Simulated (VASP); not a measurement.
# TaN (Fm-3m) in VASP: settings compared

Aim: see how the results for TaN move with the level of theory and the settings. Levels: LDA, r2SCAN+U. Tasks: single point.

Everything below comes from runs of VASP 6.6.1. Logs are shortened: lines on timing, memory, paths and dates and some standing lists are left out, and cuts for length are marked.

## (1) The cell of the first run

It takes space group Fm-3m (No. 225, cubic). The conventional cell has a = 4.393 Å, b = 4.393 Å, c = 4.393 Å, α = 90.00°, β = 90.00°, γ = 90.00°. Within 2.9 Å of Ta (site symmetry m-3m) lie 6 N at 2.20 Å. Within 2.9 Å of N (site symmetry m-3m) lie 6 Ta at 2.20 Å.

## (2) Single point, LDA

The input, INCAR:

```
ALGO = Normal
EDIFF = 1E-6
ENCUT = 1330
GGA = CA
GGA_COMPAT = False
ISIF = 2
ISMEAR = -1
LASPH = True
LCHARG = False
LREAL = False
LWAVE = False
NBANDS = 16
NELM = 120
PREC = Accurate
SIGMA = 0.05
```

The input, KPOINTS:

```
k-points
0
Gamma
  10 10 10
```

The input, POSCAR:

```
TaN
1.0
    0.0000000000      2.1964814589      2.1964814589
    2.1964814589      0.0000000000      2.1964814589
    2.1964814589      2.1964814589      0.0000000000
Ta N
1 1
Direct
    0.5000000000      0.5000000000      0.5000000000
    0.0000000000      0.0000000000      0.0000000000
```

Potentials or basis: VASP PAW LDA potentials, release 64 (Ta_sv_GW, N_h).

Run with:

```sh
> cat potpaw_LDA.64/Ta_sv_GW/POTCAR potpaw_LDA.64/N_h/POTCAR > POTCAR
> mpirun -np 1 vasp_std > vasp.out
```

OUTCAR:

```text
EDIFF = 1E-6
   ENCUT = 1330
   GGA = CA
   ISIF = 2
   ISMEAR = -1
   LASPH = True
   LREAL = False
   NELM = 120
   PREC = Accurate

 ion  position               nearest neighbor table
   1  0.500  0.500  0.500-   2 2.20   2 2.20   2 2.20   2 2.20   2 2.20   2 2.20
   2  0.000  0.000  0.000-   1 2.20   1 2.20   1 2.20   1 2.20   1 2.20   1 2.20

  LATTYP: Found a face centered cubic cell.
 ALAT       =     4.3929629178

  Lattice vectors:

 A1 = (   0.0000000000,   2.1964814589,   2.1964814589)
 A2 = (   2.1964814589,   0.0000000000,   2.1964814589)
 A3 = (   2.1964814589,   2.1964814589,   0.0000000000)

Analysis of symmetry for initial positions (statically):
=====================================================================
 Subroutine PRICEL returns:
 Original cell was already a primitive cell.

 Routine SETGRP: Setting up the symmetry group for a
 face centered cubic supercell.

 Subroutine GETGRP returns: Found 48 space group operations
 (whereof 48 operations were pure point group operations)
 out of a pool of 48 trial point group operations.

The static configuration has the point symmetry O_h .

Analysis of symmetry for dynamics (positions and initial velocities):
=====================================================================
 Subroutine PRICEL returns:
 Original cell was already a primitive cell.

 Routine SETGRP: Setting up the symmetry group for a
 face centered cubic supercell.

 Subroutine GETGRP returns: Found 48 space group operations
 (whereof 48 operations were pure point group operations)
 out of a pool of 48 trial point group operations.

The dynamic configuration has the point symmetry O_h .

 Subroutine INISYM returns: Found 48 space group operations
 (whereof 48 operations are pure point group operations),
 and found     1 'primitive' translations

----------------------------------------------------------------------------------------

                                     Primitive cell

  volume of cell :      21.1940

  direct lattice vectors                    reciprocal lattice vectors
     0.000000000  2.196481459  2.196481459    -0.227636795  0.227636795  0.227636795
     2.196481459  0.000000000  2.196481459     0.227636795 -0.227636795  0.227636795
     2.196481459  2.196481459  0.000000000     0.227636795  0.227636795 -0.227636795

  length of vectors
     3.106293869  3.106293869  3.106293869     0.394278495  0.394278495  0.394278495

  position of ions in fractional coordinates (direct lattice)
     0.500000000  0.500000000  0.500000000
[... 72 lines left out ...]
   ISPIN  =      1    spin polarized calculation?
   LNONCOLLINEAR =      F non collinear calculations
   LSORBIT =      F    spin-orbit coupling
   LASPH  =      T    aspherical Exc in radial PAW
   ENCUT  = 1330.0 eV  97.75 Ry    9.89 a.u.   9.24  9.24  9.24*2*pi/ulx,y,z
   NELM   =    120;   NELMIN=  2; NELMDL= -5     # of ELM steps
   EDIFF  = 0.1E-05   stopping-criterion for ELM
   LREAL  =      F    real-space projection
[... 7 lines left out ...]
   TEBEG  =    0.0;   TEEND  =   0.0 temperature during run
   PSTRESS=    0.0 pullay stress
   NELECT =      18.0000    total number of electrons
   NUPDOWN=      -1.0000    fix difference up-down
   EMIN   =  10.00;   EMAX   =-10.00  energy-range for DOS
   EFERMI =   0.00;   METHOD = LEGACY
   ISMEAR =    -1;   SIGMA  =   0.05  broadening in eV -4-tet -1-fermi 0-gaus
   EFERMI_NEDOS =   21; number of points for ismear=-14 and -15
   IALGO  =     38    algorithm
   IMIX   =      4    mixing-type and parameters
     AMIX     =   0.40;   BMIX     =  1.00
     AMIX_MAG =   1.60;   BMIX_MAG =  1.00
  volume/ion in A,a.u.               =      10.60        71.51
  Fermi-wavevector in a.u.,A,eV,Ry     =   1.550344  2.929726 32.702516  2.403567
  Thomas-Fermi vector in A             =   2.655021
   LORBIT       =      0    0 simple, 1 ext, 2 COOP (PROOUT), +10 PAW based schemes
   GGA     = CA    functional components
   LHFCALC =     F    Hartree Fock is set to
   AEXX    =    0.0000 exact exchange contribution
   IVDW    =     0    specifies the selected vdW correction
   LEPSILON=     F    determine dielectric tensor
   LRPA    =     F    only Hartree local field effects (RPA)
 non-spin polarized calculation
  energy-cutoff  :     1330.00
  volume of cell :       21.19
 maximum number of plane-waves:      2351
 NGX is ok and might be reduce to    40
   NGX = 19   NGY = 19   NGZ = 19

 number of electron      18.0000000 magnetization

 Free energy of the ion-electron system (eV)
  ---------------------------------------------------
  ext. energy  EPLUGINS =         0.00000000
  ---------------------------------------------------
  free energy    TOTEN  =       -26.66743637 eV

  energy without entropy =      -26.66124726  energy(sigma->0) =      -26.66434181

 E-fermi :  13.8897     XC(G=0): -14.0976

 val. band max:       13.8702707247   @ k =   0.0000   0.0000   0.0000
 cond. band min:      13.9302210513   @ k =  -0.3000   0.3000   0.1000
 fundamental gap:      0.0599503266
 Fermi energy:        13.8896552331

 k-point     1 :       0.0000    0.0000    0.0000
  band No.  band energies     occupation
      1     -55.2608      2.00000
      2     -21.6796      2.00000
      3     -21.6796      2.00000
      4     -21.6796      2.00000
      5      -4.7387      2.00000
      6      10.1030      2.00000
[... 433 lines left out ...]
      3     -21.9302      2.00000
      4     -21.9034      2.00000
      5      -3.1552      2.00000
      6       5.9780      2.00000
[... 8 lines left out ...]
     15      24.5711      0.00000
     16      29.1318      0.00000

 [... further k-points ...]

------------------------ aborting loop because EDIFF is reached ----------------------------------------

  FORCE on cell =-STRESS in cart. coord.  units (eV):
  Direction    XX          YY          ZZ          XY          YZ          ZX
  --------------------------------------------------------------------------------------
  -------------------------------------------------------------------------------------
  Total       -1.3052406     -1.3052406     -1.3052406      0.0000000     -0.0000000      0.0000000
  in kB      -98.6707759    -98.6707759    -98.6707759      0.0000000     -0.0000000      0.0000000
  external PRESSURE =     -98.6707759 kB  Pullay stress =       0.0000000 kB

 VOLUME and BASIS-vectors are now :
 -----------------------------------------------------------------------------
  energy-cutoff  :     1330.00
  volume of cell :       21.19
      direct lattice vectors                 reciprocal lattice vectors
     0.000000000  2.196481459  2.196481459    -0.227636795  0.227636795  0.227636795
     2.196481459  0.000000000  2.196481459     0.227636795 -0.227636795  0.227636795
     2.196481459  2.196481459  0.000000000     0.227636795  0.227636795 -0.227636795

 POSITION                                       TOTAL-FORCE (eV/Angst)
 -----------------------------------------------------------------------------------
      2.19648      2.19648      2.19648        -0.000000     -0.000000      0.000000
      0.00000      0.00000      0.00000         0.000000      0.000000      0.000000
 -----------------------------------------------------------------------------------
    total drift:                                0.000000     -0.000000      0.000000

  FREE ENERGIE OF THE ION-ELECTRON SYSTEM (eV)
  ---------------------------------------------------
  free  energy   TOTEN  =       -26.6674363687 eV

  energy  without entropy=      -26.6612472613  energy(sigma->0) =      -26.66434181
```

stdout:

```text
POSCAR found type information on POSCAR TaN
 POSCAR found :  2 types and       2 ions
 scaLAPACK will be used
 LDA part: xc-table for (Slater(with rela. corr.)+CA(PZ))
 , standard interpolation
 POSCAR, INCAR and KPOINTS ok, starting setup
 FFT: planning ... GRIDC
 FFT: planning ... GRID_SOFT
 FFT: planning ... GRID
 WAVECAR not read
 entering main loop
```

Run time: 54 s. Hardware: 1 thread of Intel Xeon Platinum 8259CL at 2.50GHz (Skylake/Cascade Lake), shared host; peak memory 0.27 GiB.

What came out:

| Property | Result |
| --- | --- |
| Free energy | -26.6674 eV |
| Pressure | -9.9 GPa |
| Band gap on the k mesh | zero (bands 9 and 10 overlap by 4.03 eV) |

Caveat: the cell stands under tension; spin-orbit coupling is left out, which moves the levels of the heavy elements.

## (3) Single point, r2SCAN+U

This run uses another cell than the first one, of 10.81 Å³/atom.

The input, POSCAR:

```
TaN
1.0
    0.0000000000      2.2113230000      2.2113230000
    2.2113230000      0.0000000000      2.2113230000
    2.2113230000      2.2113230000      0.0000000000
Ta N
1 1
Direct
    0.5000000000      0.5000000000      0.5000000000
    0.0000000000      0.0000000000      0.0000000000
```

The input, INCAR.step1:

```
SYSTEM = TaN
ALGO = Normal ; EDIFF = 1E-5
ENCUT = 770 ; GGA = PE
GGA_COMPAT = .False. ; ISMEAR = -1
LASPH = .True. ; LCHARG = .False.
LDAU = .True. ; LDAUJ = 0 0
LDAUL = 2 -1 ; LDAUTYPE = 2
LDAUU = 5 0 ; LMAXMIX = 4
LREAL = .False. ; LWAVE = .True.
NBANDS = 16 ; NELM = 200
PREC = Accurate ; SIGMA = 0.05
```

The input, INCAR.step2:

```
SYSTEM = TaN
ALGO = Normal ; EDIFF = 1E-6
ENCUT = 770 ; GGA_COMPAT = .False.
ISIF = 2 ; ISMEAR = -1
ISTART = 1 ; LASPH = .True.
LCHARG = .False. ; LDAU = .True.
LDAUJ = 0 0 ; LDAUL = 2 -1
LDAUPRINT = 1 ; LDAUTYPE = 2
LDAUU = 5 0 ; LMAXMIX = 4
LMIXTAU = .True. ; LREAL = .False.
LWAVE = .False. ; METAGGA = R2SCAN
NBANDS = 16 ; NELM = 200
PREC = Accurate ; SIGMA = 0.05
```

The input, KPOINTS:

```
k-points
0
Gamma
  10 10 10
  0 0 0
```

Potentials or basis: VASP PAW PBE potentials, release 64 (Ta_sv_GW, N).

Run with:

```sh
> cat potpaw_PBE.64/Ta_sv_GW/POTCAR potpaw_PBE.64/N/POTCAR > POTCAR
> cp INCAR.step1 INCAR
> mpirun -np 1 vasp_std > vasp.out
> cp INCAR.step2 INCAR
> mpirun -np 1 vasp_std > vasp.out
```

OUTCAR:

```text
SYSTEM = TaN
   EDIFF = 1E-6
   ENCUT = 770
   ISIF = 2
   ISMEAR = -1
   ISTART = 1
   LASPH = .True.
   LREAL = .False.
   METAGGA = R2SCAN
   NELM = 200
   PREC = Accurate

 ion  position               nearest neighbor table
   1  0.500  0.500  0.500-   2 2.21   2 2.21   2 2.21   2 2.21   2 2.21   2 2.21
   2  0.000  0.000  0.000-   1 2.21   1 2.21   1 2.21   1 2.21   1 2.21   1 2.21

  LATTYP: Found a face centered cubic cell.
 ALAT       =     4.4226460000

  Lattice vectors:

[... 680 lines left out ...]

  FORCE on cell =-STRESS in cart. coord.  units (eV):
  Direction    XX          YY          ZZ          XY          YZ          ZX
  --------------------------------------------------------------------------------------
  -------------------------------------------------------------------------------------
  Total        1.2016104      1.2016104      1.2016104      0.0000000      0.0000000      0.0000000
  in kB       89.0200284     89.0200284     89.0200284      0.0000000      0.0000000      0.0000000
  external PRESSURE =      89.0200284 kB  Pullay stress =       0.0000000 kB

 VOLUME and BASIS-vectors are now :
 -----------------------------------------------------------------------------
  energy-cutoff  :      770.00
  volume of cell :       21.63
      direct lattice vectors                 reciprocal lattice vectors
     0.000000000  2.211323000  2.211323000    -0.226108985  0.226108985  0.226108985
     2.211323000  0.000000000  2.211323000     0.226108985 -0.226108985  0.226108985
     2.211323000  2.211323000  0.000000000     0.226108985  0.226108985 -0.226108985

 POSITION                                       TOTAL-FORCE (eV/Angst)
 -----------------------------------------------------------------------------------
      2.21132      2.21132      2.21132         0.000000     -0.000000     -0.000000
      0.00000      0.00000      0.00000        -0.000000      0.000000      0.000000
 -----------------------------------------------------------------------------------
    total drift:                                0.000000      0.000000      0.000000

  FREE ENERGIE OF THE ION-ELECTRON SYSTEM (eV)
  ---------------------------------------------------
  free  energy   TOTEN  =       -57.8366796755 eV

  energy  without entropy=      -57.8326037992  energy(sigma->0) =      -57.83464174
```

OSZICAR.step1:

```text
N       E                     dE             d eps       ncg     rms          rms(c)
DAV:   1     0.150417159116E+03    0.15042E+03   -0.13879E+04  1504   0.155E+03
DAV:   2    -0.179011199908E+02   -0.16832E+03   -0.16143E+03  2200   0.400E+02
DAV:   3    -0.244845583569E+02   -0.65834E+01   -0.65497E+01  1768   0.707E+01
DAV:   4    -0.246154733946E+02   -0.13092E+00   -0.13091E+00  2192   0.749E+00
DAV:   5    -0.246180408931E+02   -0.25675E-02   -0.25675E-02  1792   0.719E-01    0.452E+01
DAV:   6    -0.200915098663E+02    0.45265E+01   -0.98191E+00  1848   0.295E+01    0.512E+01
DAV:   7    -0.200157425837E+02    0.75767E-01   -0.53342E-01  1544   0.610E+00    0.274E+01
DAV:   8    -0.199589230090E+02    0.56820E-01   -0.18152E-01  1864   0.382E+00    0.359E+00
DAV:   9    -0.199564903321E+02    0.24327E-02   -0.11515E-02  1856   0.984E-01    0.130E+00
DAV:  10    -0.199564690414E+02    0.21291E-04   -0.20466E-03  1680   0.426E-01    0.210E-01
DAV:  11    -0.199565007734E+02   -0.31732E-04   -0.14456E-04  1912   0.150E-01    0.219E-01
DAV:  12    -0.199564969628E+02    0.38106E-05   -0.16518E-05  1144   0.387E-02
   1 F= -.19956497E+02 E0= -.19954404E+02  d E =-.418561E-02
```

Run time: 54 s. Hardware: 1 thread of Intel Xeon 6975P-C (Granite Rapids), shared host; peak memory 0.19 GiB.

What came out:

```yaml
Free_energy: -57.8367 eV
Pressure: 8.9 GPa
Band_gap_on_the_k_mesh: zero (bands 9 and 10 overlap by 4.02 eV)
```

Eigenvalues of the final occupation matrices:
```
    site  spin  trace               eigenvalues
site 1 d     1   1.09  0.17 0.17 0.25 0.25 0.25
site 1 d     2   1.09  0.17 0.17 0.25 0.25 0.25
```

Caveat: the cell stands under pressure; the PAW data sets were made with another functional, which shifts forces and pressure a little; spin-orbit coupling is left out, which moves the levels of the heavy elements; U without spin polarisation on a metal has little footing.

The gap in the log of VASP goes by the Fermi energy; the results here count the filled bands.